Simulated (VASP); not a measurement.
Crystal: BeTe.

```
Be Te
1.0
     0.00000    2.82862    2.74376
     2.82862    0.00000    2.74376
     2.82862    2.82862    0.00000
Be Te
1 1
Cartesian
  0.0000 0.0000 0.0000
  1.4143 1.4143 1.3719
```

This cell differs from its parent crystal: uniaxial z strain -3.0%.

Base run:

| Quantity | Value |
| --- | --- |
| Program | VASP 6.6.1 |
| Functional | PBE |
| Potentials or basis | VASP PAW PBE potentials, release 64 (Be, Te) |
| Cutoff | 600 eV |
| k mesh | 8 × 8 × 8 |
| Occupations | fermi-dirac, width 0.02 eV |
| Spin | no spin polarisation |

Its results: band gap on the k mesh 1.69 eV, indirect (least direct gap 3.45 eV); pressure 2.2 GPa.

**Question.** The run is repeated on the same cell with these changes: k mesh from 8 × 8 × 8 to 4 × 4 × 4; occupations from fermi-dirac, width 0.02 eV to gaussian, width 0.01 eV. What comes out?

**Answer.** Band gap on the k mesh 1.68 eV, indirect (least direct gap 3.44 eV); pressure 2.7 GPa.

Caveats: some runs use coarse meshes; spin-orbit coupling is left out, which moves the levels of the heavy elements.

A k mesh can miss the band edges.
